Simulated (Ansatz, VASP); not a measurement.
## Sc2AlF3 in VASP and in Ansatz

```
CELL_PARAMETERS angstrom
3.72368 0.00000 0.00000
-1.86184 3.22480 0.00000
0.00000 0.00000 7.48329
ATOMIC_POSITIONS crystal
Sc 0.66667 0.33333 0.32341
Sc 0.66667 0.33333 0.67659
Al 0.00000 0.00000 0.00000
F 0.00000 0.00000 0.50000
F 0.33333 0.66667 0.00000
F 0.33333 0.66667 0.50000
```

Change from the starting cell: species swapped into the La2Al3Ge type (P-6m2, No. 187).

Alike in both runs: functional PBE; k mesh 6 × 6 × 2; occupations gaussian, width 0.1 eV; no spin polarisation.

Ansatz relaxed the structure, and its values are those at the end. VASP's run is a single point on that final structure, the one shown.

|  | VASP | Ansatz |
| --- | --- | --- |
| version | VASP 6.6.1 | Ansatz 0.2.0 |
| potentials or method | VASP PAW PBE potentials, release 64 (Sc_sv, Al, F), cutoff 520 eV | scalar-relativistic, plane waves, PAW |
| valence electrons in the cell | 46 | 46 |

```tsv
	VASP	Ansatz	Ansatz less VASP
gap on the k mesh at the Fermi level (eV)	none	none	-
pressure (GPa)	-0.1	0.0	+0.06
rms of the force components (eV/Å)	0.020	0.001	-0.0185
```

A gap of «none» marks a metal or a gap that the smearing closes. The functional is the same, so the differences come from potentials, cutoffs and numerics.

The k mesh is coarse, so the values compare programs but aren't converged.
